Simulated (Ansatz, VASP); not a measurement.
## One calculation of AlGaAs2, two programs

```
Al Ga As
1.0
     5.18737    0.00061   -0.00115
    -0.00754    5.74360   -0.00141
     0.00109   -0.00105    4.95575
Al Ga As
2 2 4
Direct
  0.00414 0.27999 0.20374
  0.50413 0.77884 0.20389
  0.00398 0.58339 0.70367
  0.50392 0.08217 0.70390
  0.00406 0.13931 0.70369
  0.00409 0.73775 0.20352
  0.50408 0.23686 0.20405
  0.50397 0.63837 0.70388
```

Alike in both runs: functional PBEsol; k mesh 4 × 4 × 4; occupations gaussian, width 0.1 eV; no spin polarisation.

Ansatz relaxed the structure, and its values are those at the end. VASP's run is a single point on that final structure, the one shown.

|  | VASP | Ansatz |
| --- | --- | --- |
| version | VASP 6.6.1 | Ansatz 0.2.0 |
| potentials or method | VASP PAW PBE potentials, release 64 (Al, Ga_d, As), cutoff 400 eV | scalar-relativistic, plane waves, PAW |
| valence electrons in the cell | 52 | 92 |

|  | VASP | Ansatz | Ansatz less VASP |
| --- | --- | --- | --- |
| gap on the k mesh at the Fermi level (eV) | none | none | - |
| rms of the force components (eV/Å) | 0.008 | 0.008 | -0.0003 |

VASP's potentials were made for PBE, not for PBEsol. A gap of «none» marks a metal or a gap that the smearing closes. VASP's potentials hold 52 valence electrons a cell and Ansatz's 92, so a difference there can come from the potentials and not from the codes.
